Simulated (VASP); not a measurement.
Write the native input for VASP 6.6.1 that does the following.

- Task: single point
- Functional: PBEsol
- Potentials or basis: VASP PAW PBE potentials, release 64 (Al)
- Cutoff: 520 eV
- k mesh: 20 × 20 × 20
- Occupations: gaussian, width 0.15 eV
- Spin: no spin polarisation
- Dipole correction: no
- Further INCAR settings: ALGO = Fast; EDIFF = 1e-06; NBANDS = 8

The structure of Al lies in POSCAR:

```
Al
1.0
   -1.5673504096      1.5673504096      1.5673504096
    1.5673504096     -1.5673504096      1.5673504096
    1.5673504096      1.5673504096     -1.5673504096
Al
1
Direct
    0.0000000000      0.0000000000      0.0000000000
```

This isn't the form of Al at room conditions, which is fcc.

This cell differs from its parent crystal: strain -0.015 along x and y, -0.015 along z.

These files were run (other wordings do the same):

INCAR

```
SYSTEM = Al
PREC = Accurate
ENCUT = 520
EDIFF = 1E-6
ISMEAR = 0
SIGMA = 0.15
LREAL = .FALSE.
LASPH = .TRUE.
NELM = 100
ALGO = Fast
ISIF = 2
LWAVE = .FALSE.
LCHARG = .FALSE.
GGA = PS
NBANDS = 8
```

KPOINTS

```
regular mesh
0
G
  20 20 20
  0 0 0
```

Potentials or basis: VASP PAW PBE potentials, release 64 (Al).

Command:

```bash
$ cat potpaw_PBE.64/Al/POTCAR > POTCAR
$ mpirun -np 1 vasp_std > vasp.out
```

Results of the run:

```yaml
Pressure: 6.4 GPa
Band_gap_on_the_k_mesh: zero (an odd number of electrons rules out a gap without spin polarisation)
```

Caveat: the cell differs from its parent crystal (strain -0.015 along x and y, -0.015 along z); the cell stands under pressure; the PAW data sets were made with another functional, which shifts forces and pressure a little.

Wall time 27 s on 1 thread of AMD EPYC 7R13, with other jobs on the host, peak memory 0.11 GiB.
